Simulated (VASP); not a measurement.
# Ca2Zr (Fm-3m) in VASP: a series of runs

Ca2Zr is run at these levels: PBE; tasks: single point, relaxation of cell and atoms.

Program: VASP 6.6.1. These are calculated values, not measurements. Logs are shortened: lines on timing, memory, paths and dates and some standing lists are left out, and cuts for length are marked.

### Step 1. The cell of the first run

Symmetry: Fm-3m, No. 225, cubic system. The conventional cell has a = 7.861 Å, b = 7.861 Å, c = 7.861 Å, α = 90.00°, β = 90.00°, γ = 90.00°. Ca (site symmetry -43m) has 4 Zr at 3.40 Å and 6 Ca at 3.93 Å within 4.5 Å. Zr (site symmetry m-3m) has 8 Ca at 3.40 Å within 4.5 Å.

### Step 2. Single point, PBE

INCAR

```
  ALGO = Normal
  EDIFF = 1E-7
  ENCUT = 520
  GGA = PE
  ISIF = 2
  ISMEAR = 0
  LASPH = T
  LCHARG = F
  LREAL = F
  LWAVE = F
  NBANDS = 23
  NELM = 60
  PREC = Accurate
  SIGMA = 0.1
```

KPOINTS

```
k-points
0
Gamma
  4 4 4
```

POSCAR

```
Ca2Zr
1.0
    0.0000000000      3.9303671539      3.9303671539
    3.9303671539      0.0000000000      3.9303671539
    3.9303671539      3.9303671539      0.0000000000
Ca Zr
2 1
Direct
    0.2500000000      0.2500000000      0.2500000000
    0.7500000000      0.7500000000      0.7500000000
    0.0000000000      0.0000000000      0.0000000000
```

Potentials or basis: VASP PAW PBE potentials, release 64 (Ca_sv, Zr_sv).

Started as:

```
$ cat potpaw_PBE.64/Ca_sv/POTCAR potpaw_PBE.64/Zr_sv/POTCAR > POTCAR
$ mpirun -np 1 vasp_std > vasp.out
```

OUTCAR:

```text
EDIFF = 1E-7
   ENCUT = 520
   GGA = PE
   ISIF = 2
   ISMEAR = 0
   LASPH = T
   LREAL = F
   NELM = 60
   PREC = Accurate

 ion  position               nearest neighbor table
   1  0.250  0.250  0.250-   3 3.40   3 3.40   3 3.40   3 3.40
   2  0.750  0.750  0.750-   3 3.40   3 3.40   3 3.40   3 3.40
   3  0.000  0.000  0.000-   2 3.40   2 3.40   2 3.40   1 3.40   2 3.40   1 3.40   1 3.40   1 3.40

  LATTYP: Found a face centered cubic cell.
 ALAT       =     7.8607343078

  Lattice vectors:

 A1 = (   0.0000000000,   3.9303671539,   3.9303671539)
 A2 = (   3.9303671539,   0.0000000000,   3.9303671539)
 A3 = (   3.9303671539,   3.9303671539,   0.0000000000)

Analysis of symmetry for initial positions (statically):
=====================================================================
 Subroutine PRICEL returns:
 Original cell was already a primitive cell.

 Routine SETGRP: Setting up the symmetry group for a
 face centered cubic supercell.

 Subroutine GETGRP returns: Found 48 space group operations
 (whereof 48 operations were pure point group operations)
 out of a pool of 48 trial point group operations.

The static configuration has the point symmetry O_h .

Analysis of symmetry for dynamics (positions and initial velocities):
=====================================================================
 Subroutine PRICEL returns:
 Original cell was already a primitive cell.

 Routine SETGRP: Setting up the symmetry group for a
 face centered cubic supercell.

 Subroutine GETGRP returns: Found 48 space group operations
 (whereof 48 operations were pure point group operations)
 out of a pool of 48 trial point group operations.

The dynamic configuration has the point symmetry O_h .

 Subroutine INISYM returns: Found 48 space group operations
 (whereof 48 operations are pure point group operations),
 and found     1 'primitive' translations

----------------------------------------------------------------------------------------

                                     Primitive cell

  volume of cell :     121.4309

  direct lattice vectors                    reciprocal lattice vectors
     0.000000000  3.930367154  3.930367154    -0.127214578  0.127214578  0.127214578
     3.930367154  0.000000000  3.930367154     0.127214578 -0.127214578  0.127214578
     3.930367154  3.930367154  0.000000000     0.127214578  0.127214578 -0.127214578

  length of vectors
     5.558378534  5.558378534  5.558378534     0.220342113  0.220342113  0.220342113

  position of ions in fractional coordinates (direct lattice)
     0.250000000  0.250000000  0.250000000
     0.750000000  0.750000000  0.750000000
     0.000000000  0.000000000  0.000000000

  ion indices of the primitive-cell ions
   primitive index   ion index
                 1           1
                 2           2
                 3           3

----------------------------------------------------------------------------------------

 KPOINTS: k-points

Automatic generation of k-mesh.
 Grid dimensions read from file:
 generate k-points for:    4    4    4

 Generating k-lattice:

  Cartesian coordinates                     Fractional coordinates (reciprocal lattice)
    -0.031803645  0.031803645  0.031803645     0.250000000  0.000000000  0.000000000
     0.031803645 -0.031803645  0.031803645     0.000000000  0.250000000  0.000000000
     0.031803645  0.031803645 -0.031803645     0.000000000  0.000000000  0.250000000

  Length of vectors
     0.055085528  0.055085528  0.055085528

  Shift w.r.t. Gamma in fractional coordinates (k-lattice)
     0.000000000  0.000000000  0.000000000

 Subroutine IBZKPT returns following result:
 ===========================================

 Found      8 irreducible k-points:

 Following reciprocal coordinates:
            Coordinates               Weight
  0.000000  0.000000  0.000000      1.000000
  0.250000  0.000000  0.000000      8.000000
  0.500000  0.000000  0.000000      4.000000
  0.250000  0.250000  0.000000      6.000000
  0.500000  0.250000  0.000000     24.000000
 -0.250000  0.250000  0.000000     12.000000
  0.500000  0.500000  0.000000      3.000000
 -0.250000  0.500000  0.250000      6.000000
   k-points           NKPTS =      8   k-points in BZ     NKDIM =      8   number of bands    NBANDS=     23
   number of dos      NEDOS =    301   number of ions     NIONS =      3
   total plane-waves  NPLWV =  74088
   dimension x,y,z NGX =    42 NGY =   42 NGZ =   42
   dimension x,y,z NGXF=    84 NGYF=   84 NGZF=   84
   ions per type =               2   1
   NGX,Y,Z   is equivalent  to a cutoff of  12.56, 12.56, 12.56 a.u.
   NGXF,Y,Z  is equivalent  to a cutoff of  25.12, 25.12, 25.12 a.u.
 SYSTEM =  unknown system
   PREC   = accura    normal or accurate (medium, high low for compatibility)
   ISTART =      0    job   : 0-new  1-cont  2-samecut
   ICHARG =      2    charge: 1-file 2-atom 10-const
   ISPIN  =      1    spin polarized calculation?
   LNONCOLLINEAR =      F non collinear calculations
   LSORBIT =      F    spin-orbit coupling
   LASPH  =      T    aspherical Exc in radial PAW
   ENCUT  =  520.0 eV  38.22 Ry    6.18 a.u.  10.33 10.33 10.33*2*pi/ulx,y,z
   NELM   =     60;   NELMIN=  2; NELMDL= -5     # of ELM steps
   EDIFF  = 0.1E-06   stopping-criterion for ELM
   LREAL  =      F    real-space projection
   EDIFFG = 0.1E-05   stopping-criterion for IOM
   NSW    =      0    number of steps for IOM
   IBRION =     -1    ionic relax: 0-MD 1-quasi-New 2-CG
   NFREE  =      0    steps in history (QN), initial steepest desc. (CG)
   ISIF   =      2    stress and relaxation
   ISYM   =      2    0-nonsym 1-usesym 2-fastsym
   POTIM  = 0.5000    time-step for ionic-motion
   TEBEG  =    0.0;   TEEND  =   0.0 temperature during run
   PSTRESS=    0.0 pullay stress
   NELECT =      32.0000    total number of electrons
   NUPDOWN=      -1.0000    fix difference up-down
   EMIN   =  10.00;   EMAX   =-10.00  energy-range for DOS
   EFERMI =   0.00;   METHOD = LEGACY
   ISMEAR =     0;   SIGMA  =   0.10  broadening in eV -4-tet -1-fermi 0-gaus
   EFERMI_NEDOS =   21; number of points for ismear=-14 and -15
   IALGO  =     38    algorithm
   IMIX   =      4    mixing-type and parameters
     AMIX     =   0.40;   BMIX     =  1.00
     AMIX_MAG =   1.60;   BMIX_MAG =  1.00
  volume/ion in A,a.u.               =      40.48       273.15
  Fermi-wavevector in a.u.,A,eV,Ry     =   1.049579  1.983416 14.988390  1.101616
  Thomas-Fermi vector in A             =   2.184547
   LORBIT       =      0    0 simple, 1 ext, 2 COOP (PROOUT), +10 PAW based schemes
   GGA     = PE    functional components
   LHFCALC =     F    Hartree Fock is set to
   AEXX    =    0.0000 exact exchange contribution
   IVDW    =     0    specifies the selected vdW correction
   LEPSILON=     F    determine dielectric tensor
   LRPA    =     F    only Hartree local field effects (RPA)
 non-spin polarized calculation
 Gauss-broadening in eV      SIGMA  =   0.10
  energy-cutoff  :      520.00
  volume of cell :      121.43
 maximum number of plane-waves:      3294
 NGX is ok and might be reduce to    42
   NGX = 21   NGY = 21   NGZ = 21

 number of electron      31.9999996 magnetization

 Free energy of the ion-electron system (eV)
  ---------------------------------------------------
  ext. energy  EPLUGINS =         0.00000000
  ---------------------------------------------------
  free energy    TOTEN  =        -9.15006016 eV

  energy without entropy =       -9.11724364  energy(sigma->0) =       -9.13365190

 E-fermi :   2.3416     XC(G=0):  -8.0323

 val. band max:        2.2228959846   @ k =  -0.2500   0.2500   0.0000
 cond. band min:       2.3655417994   @ k =   0.0000   0.0000   0.0000
 fundamental gap:      0.1426458148
 Fermi energy:         2.3416250684

 k-point     1 :       0.0000    0.0000    0.0000
  band No.  band energies     occupation
      1     -47.0706      2.00000
      2     -38.9153      2.00000
      3     -38.9024      2.00000
      4     -25.0896      2.00000
      5     -25.0896      2.00000
      6     -25.0896      2.00000
[... 15 lines left out ...]
     22       5.8069      0.00000
     23       5.8069      0.00000

 k-point     2 :       0.2500    0.0000    0.0000
  band No.  band energies     occupation
      1     -47.0705      2.00000
      2     -38.9135      2.00000
      3     -38.9043      2.00000
      4     -25.0900      2.00000
      5     -25.0900      2.00000
      6     -25.0898      2.00000
[... 15 lines left out ...]
     22       5.6744      0.00000
     23       5.6848      0.00000

 k-point     3 :       0.5000    0.0000    0.0000
  band No.  band energies     occupation
      1     -47.0705      2.00000
      2     -38.9090      2.00000
      3     -38.9089      2.00000
      4     -25.0904      2.00000
      5     -25.0904      2.00000
      6     -25.0899      2.00000
[... 15 lines left out ...]
     22       5.0898      0.00000
     23       5.4226      0.00000

 k-point     4 :       0.2500    0.2500    0.0000
  band No.  band energies     occupation
      1     -47.0705      2.00000
      2     -38.9133      2.00000
      3     -38.9045      2.00000
      4     -25.0905      2.00000
      5     -25.0905      2.00000
      6     -25.0891      2.00000
[... 15 lines left out ...]
     22       5.2061      0.00000
     23       5.9893      0.00000

 k-point     5 :       0.5000    0.2500    0.0000
  band No.  band energies     occupation
      1     -47.0705      2.00000
      2     -38.9105      2.00000
      3     -38.9074      2.00000
      4     -25.0909      2.00000
      5     -25.0907      2.00000
      6     -25.0894      2.00000
[... 15 lines left out ...]
     22       4.8896      0.00000
     23       5.2325      0.00000

 k-point     6 :      -0.2500    0.2500    0.0000
  band No.  band energies     occupation
      1     -47.0705      2.00000
      2     -38.9111      2.00000
      3     -38.9068      2.00000
      4     -25.0904      2.00000
      5     -25.0902      2.00000
      6     -25.0901      2.00000
[... 15 lines left out ...]
     22       5.1464      0.00000
     23       5.4135      0.00000

 k-point     7 :       0.5000    0.5000    0.0000
  band No.  band energies     occupation
      1     -47.0705      2.00000
      2     -38.9112      2.00000
      3     -38.9067      2.00000
      4     -25.0914      2.00000
      5     -25.0914      2.00000
      6     -25.0886      2.00000
[... 15 lines left out ...]
     22       4.3094      0.00000
     23       5.5301      0.00000

 k-point     8 :      -0.2500    0.5000    0.2500
  band No.  band energies     occupation
      1     -47.0705      2.00000
      2     -38.9090      2.00000
      3     -38.9090      2.00000
      4     -25.0914      2.00000
      5     -25.0900      2.00000
      6     -25.0900      2.00000
[... 15 lines left out ...]
     22       4.9073      0.00000
     23       4.9073      0.00000

------------------------ aborting loop because EDIFF is reached ----------------------------------------

  FORCE on cell =-STRESS in cart. coord.  units (eV):
  Direction    XX          YY          ZZ          XY          YZ          ZX
  --------------------------------------------------------------------------------------
  -------------------------------------------------------------------------------------
  Total        0.1712370      0.1712370      0.1712370      0.0000000      0.0000000     -0.0000000
  in kB        2.2593262      2.2593262      2.2593262      0.0000000      0.0000000     -0.0000000
  external PRESSURE =       2.2593262 kB  Pullay stress =       0.0000000 kB

 VOLUME and BASIS-vectors are now :
 -----------------------------------------------------------------------------
  energy-cutoff  :      520.00
  volume of cell :      121.43
      direct lattice vectors                 reciprocal lattice vectors
     0.000000000  3.930367154  3.930367154    -0.127214578  0.127214578  0.127214578
     3.930367154  0.000000000  3.930367154     0.127214578 -0.127214578  0.127214578
     3.930367154  3.930367154  0.000000000     0.127214578  0.127214578 -0.127214578

 POSITION                                       TOTAL-FORCE (eV/Angst)
 -----------------------------------------------------------------------------------
      1.96518      1.96518      1.96518        -0.000000     -0.000000     -0.000000
      5.89555      5.89555      5.89555         0.000000      0.000000      0.000000
      0.00000      0.00000      0.00000         0.000000      0.000000     -0.000000
 -----------------------------------------------------------------------------------
    total drift:                               -0.000000     -0.000000      0.000000

  FREE ENERGIE OF THE ION-ELECTRON SYSTEM (eV)
  ---------------------------------------------------
  free  energy   TOTEN  =        -9.1500601571 eV

  energy  without entropy=       -9.1172436423  energy(sigma->0) =       -9.13365190
```

Run time: 24 s. Hardware: 1 thread of AMD EPYC 7R43 (Zen 3), shared host; peak memory 0.22 GiB.

What came out:

* Free energy: -9.1501 eV
* Pressure: 0.2 GPa
* Band gap on the k mesh: zero (band 16 reaches 2.52 eV, above the bottom of band 17 at 2.37 eV)

(Continued in part 2 of 3.)
